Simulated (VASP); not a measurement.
Crystal: Al2O3.

```
CELL_PARAMETERS angstrom
2.88432 0.00000 0.00000
-1.44216 2.49790 0.00000
0.00000 0.00000 9.33675
ATOMIC_POSITIONS crystal
Al 0.00000 0.00000 0.85001
Al 0.00000 0.00000 0.14999
O 0.33333 0.66667 0.77768
O 0.66667 0.33333 0.00000
O 0.33333 0.66667 0.22232
```

Base run:

| Item | Value |
| --- | --- |
| Program | VASP 6.6.1 |
| Functional | RPBE |
| Potentials or basis | VASP PAW PBE potentials, release 64 (Al, O) |
| Cutoff | 600 eV |
| k mesh | 11 × 11 × 3 |
| Occupations | fermi-dirac, width 0.05 eV |
| Spin | no spin polarisation |

Its results: band gap on the k mesh 4.82 eV (least direct gap 5.05 eV); pressure 2.5 GPa; largest force 0.224 eV/Å.

**Question.** The run is repeated on the same cell with these changes: functional from RPBE to PBEsol; cutoff from 600 eV to 520 eV. What comes out?

**Answer.** Band gap on the k mesh 4.74 eV (least direct gap 4.98 eV); pressure -2.8 GPa; largest force 0.143 eV/Å.

PBEsol binds more tightly than RPBE, so the same cell stands under less pressure.

Caveats: the PAW data sets were made with another functional, which shifts forces and pressure a little; an odd mesh through Γ misses points on the zone boundary, where band edges can lie.
